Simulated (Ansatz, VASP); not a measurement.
LiF in VASP and in Ansatz

```
Li F
1.0
     0.00000    2.14461    2.04017
     2.14461    0.00000    2.04017
     2.14461    2.14461    0.00000
Li F
1 1
Direct
  0.00000 0.00000 0.00000
  0.25000 0.25000 0.25000
```

Change from the starting cell: uniaxial_z strain -4.9%.

Alike in both runs: task single point; functional HSE06; k mesh 8 × 8 × 8; no spin polarisation.

|  | VASP | Ansatz |
| --- | --- | --- |
| version | VASP 6.6.1 | Ansatz 0.2.0 |
| potentials or method | VASP PAW PBE potentials, release 64 (Li_sv, F) | plane waves, PAW |
| plane-wave cutoff (eV) | 520 | 420 |
| occupations | gaussian, width 0.01 eV | fixed |
| valence electrons in the cell | 10 | 10 |

|  | VASP | Ansatz | Ansatz less VASP |
| --- | --- | --- | --- |
| gap on the k mesh at the Fermi level (eV) | 10.34 | 10.36 | +0.027 |

Ansatz's warnings: stress exchange threshold loose, stress scf threshold loose.

Noted on VASP's run: the cutoff is under 1.25 times that of the potentials, so the pressure is a little rough.
